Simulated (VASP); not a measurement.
A run of VASP 6.6.1:

The input INCAR:

```
SYSTEM = SiW2
PREC = Accurate
ENCUT = 520
EDIFF = 1E-6
ISMEAR = 0
SIGMA = 0.1
LREAL = .False.
LASPH = .True.
NELM = 100
ALGO = Fast
ISIF = 2
LWAVE = .False.
LCHARG = .True.
GGA = PE
LELF = .True.
LVHAR = .True.
NBANDS = 23
```

File KPOINTS:

```
Automatic mesh
0
Gamma
  12 12 18
  0 0 0
```

The input POSCAR:

```
SiW2
1.0
    4.5527774746      0.0000000000      0.0000000000
   -2.2763887373      3.9428209508      0.0000000000
    0.0000000000      0.0000000000      2.6449460295
Si W
1 2
Direct
    0.0000000000      0.0000000000      0.0000000000
    0.3333333333      0.6666666667      0.5000000000
    0.6666666667      0.3333333333      0.5000000000
```

Potentials or basis: VASP PAW PBE potentials, release 64 (Si, W_sv).

Launch:

```sh
$ cat potpaw_PBE.64/Si/POTCAR potpaw_PBE.64/W_sv/POTCAR > POTCAR
$ mpirun -np 1 vasp_std > vasp.out
```

Hardware: 1 thread of Intel(R) Xeon(R) 6975P-C (Granite Rapids), with other jobs on the host.

Problem. How long does it take, and how much memory?

Solution. Wall time 71 s on 1 thread of Intel(R) Xeon(R) 6975P-C (Granite Rapids) (shared host), peak memory 0.3 GiB. Counts: scf iterations 14, k points 190.
